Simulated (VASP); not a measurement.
## Au: single point with PBE

Au, a wire with vacuum:

```
CELL_PARAMETERS angstrom
11.40000 0.00000 0.00000
0.00000 9.30000 0.00000
0.00000 0.00000 2.80498
ATOMIC_POSITIONS crystal
Au 0.39554 0.50000 0.00000
Au 0.60446 0.50000 0.50000
```

```
Program             : VASP 6.6.1
Task                : single point
Functional          : PBE
Potentials or basis : VASP PAW PBE potentials, release 64 (Au)
Cutoff              : 520 eV
k mesh              : 1 × 1 × 23
Occupations         : gaussian, width 0.05 eV
Spin                : collinear spin, ferromagnetic start
Starting moments    : [0.5, 0.5] μB
```

* Largest force: 0.158 eV/Å
* Band gap on the k mesh: zero (filled and empty bands overlap)
* Net moment: 0.00 μB per cell
* Valence electrons inside the program's atomic spheres: Au 9.55

Forces on the atoms (eV/Å):
```
Au   0.158  0.000  0.000
Au  -0.158  0.000  0.000
```

Levels at points of the mesh, in eV from the Fermi level:
Spin up:
```csv
k point,band 8,band 9,band 10,band 11,band 12,band 13,band 14,band 15
"(0.00, 0.00, 0.00)",-1.78,-1.52,-1.24,-0.85,-0.40,2.64,3.01,4.99
```
Spin down:
```csv
k point,band 9,band 10,band 11,band 12,band 13,band 14
"(0.00, 0.00, 0.00)",-1.52,-1.24,-0.85,-0.40,2.63,3.01
```

Wall time 120 s on 1 thread of Intel(R) Xeon(R) 6975P-C (Granite Rapids), on a shared host, peak memory 0.53 GiB.

Caveat: spin-orbit coupling is left out, which moves the levels of the heavy elements.
